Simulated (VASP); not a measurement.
Input of a VASP 6.6.1 run:

The input INCAR:

```
PREC     = Accurate       # precision mode
ENCUT    = 520            # plane-wave cutoff, eV
EDIFF    = 1E-6           # SCF threshold, eV
ISMEAR   = -1             # smearing method
SIGMA    = 0.05           # smearing width, eV
LREAL    = F              # projectors in reciprocal space
LASPH    = T              # aspherical terms in the spheres
NELM     = 100            # most SCF steps
ALGO     = Normal         # electronic algorithm
ISIF     = 2              # what is computed and relaxed
LWAVE    = F              # write WAVECAR
LCHARG   = F              # write CHGCAR
GGA      = PS             # functional
NBANDS   = 55             # bands
```

File KPOINTS:

```
Automatic mesh
0
Gamma
  6 6 6
```

POSCAR

```
In2O3
1.0
    2.7435000000      1.5839604635      4.8366666667
   -2.7435000000      1.5839604635      4.8366666667
    0.0000000000     -3.1679209270      4.8366666667
In O
4 6
Direct
    0.8573100000      0.8573100000      0.8573100000
    0.6426900000      0.6426900000      0.6426900000
    0.1426900000      0.1426900000      0.1426900000
    0.3573100000      0.3573100000      0.3573100000
    0.0480000000      0.7500000000      0.4520000000
    0.7500000000      0.4520000000      0.0480000000
    0.4520000000      0.0480000000      0.7500000000
    0.9520000000      0.2500000000      0.5480000000
    0.2500000000      0.5480000000      0.9520000000
    0.5480000000      0.9520000000      0.2500000000
```

Potentials or basis: VASP PAW PBE potentials, release 64 (In_d, O).

Launch:

```sh
$ cat potpaw_PBE.64/In_d/POTCAR potpaw_PBE.64/O/POTCAR > POTCAR
$ mpirun -np 1 vasp_std > vasp.out
```

Q: What does it give for the band gap on the k mesh?

A: 1.20 eV (least direct gap 1.24 eV).

Q: Predict the largest force.

A: 0.167 eV/Å.

Stress tensor (GPa, compression positive):
```
2.95 0.00 0.00
0.00 2.95 0.00
0.00 0.00 1.84
```

Caveat: the PAW data sets were made with another functional, which shifts forces and pressure a little; spin-orbit coupling is left out, which moves the levels of the heavy elements. A k mesh can miss the band edges.
